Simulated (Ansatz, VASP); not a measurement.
**ZrOF2: VASP beside Ansatz**

INCAR

```
  PREC = Accurate
  ENCUT = 600
  EDIFF = 1E-6
  ISMEAR = 0
  SIGMA = 0.1
  LREAL = F
  LASPH = T
  NELM = 80
  ALGO = Normal
  ISIF = 3
  LWAVE = F
  LCHARG = F
  GGA = PE
  IBRION = 2
  NSW = 90
  EDIFFG = -0.04
```

The input KPOINTS:

```
Automatic mesh
0
Gamma
  6 6 4
```

POSCAR

```
ZrOF2
1.0
    3.0454084400      0.0000000000      0.0000000000
    0.0000000000      3.0454084400      0.0000000000
    0.0000000000      0.0000000000      4.2893733000
Zr O F
1 1 2
Direct
    0.5000000000      0.5000000000      0.5000000000
    0.0000000000      0.0000000000      0.0000000000
    0.5000000000      0.0000000000      0.7382648000
    0.0000000000      0.5000000000      0.2617352000
```

Input for Ansatz:

```yaml
crystal:
  lattice:
    - [3.04540844, 0.0, 0.0]
    - [0.0, 3.04540844, 0.0]
    - [0.0, 0.0, 4.2893733]
  atoms:
    - { symbol: Zr, position: [0.5, 0.5, 0.5] }
    - { symbol: O, position: [0.0, 0.0, 0.0] }
    - { symbol: F, position: [0.5, 0.0, 0.7382648] }
    - { symbol: F, position: [0.0, 0.5, 0.2617352] }
basis:
  ecutwfc: 420
kpoints:
  mp_grid: { grid: [6, 6, 4] }
hamiltonian:
  xc: pbe
scf:
  occupations: { method: gaussian, width: 0.1 }
  lower_state_search: "off"
output:
  forces: true
  stress: true
  eigenvalues: true
relax:
  adjacent_minimum: "off"
  f_tol: 0.04
  max_steps: 70
  cell: { stress_tol: 0.4 }
```

Change from the starting cell: species swapped into the AlGaN2 type (P-4m2, No. 115).

Alike in both runs: task relaxation of cell and atoms; functional PBE; k mesh 6 × 6 × 4; occupations gaussian, width 0.1 eV; no spin polarisation.

|  | VASP | Ansatz |
| --- | --- | --- |
| version | VASP 6.6.1 | Ansatz 0.2.0 |
| potentials or method | VASP PAW PBE potentials, release 64 (Zr_sv, O, F), cutoff 600 eV | scalar-relativistic, plane waves, PAW |
| valence electrons in the cell | 32 | 32 |

|  | VASP | Ansatz | Ansatz less VASP |
| --- | --- | --- | --- |
| gap on the k mesh at the Fermi level, each at its own relaxed structure (eV) | none | none | - |
| relaxed volume (Å³/atom) | 14.46 | 15.10 | +0.643 |
| relaxed cell length with the largest relative difference (Å) | 3.917 | 3.986 | +0.0689 |

A gap of «none» marks a metal or a gap that the smearing closes.

The k mesh is coarse, so the values compare programs but aren't converged. Noted on VASP's run: the volume moved by over 15 % at a fixed basis, so the end points are rough.
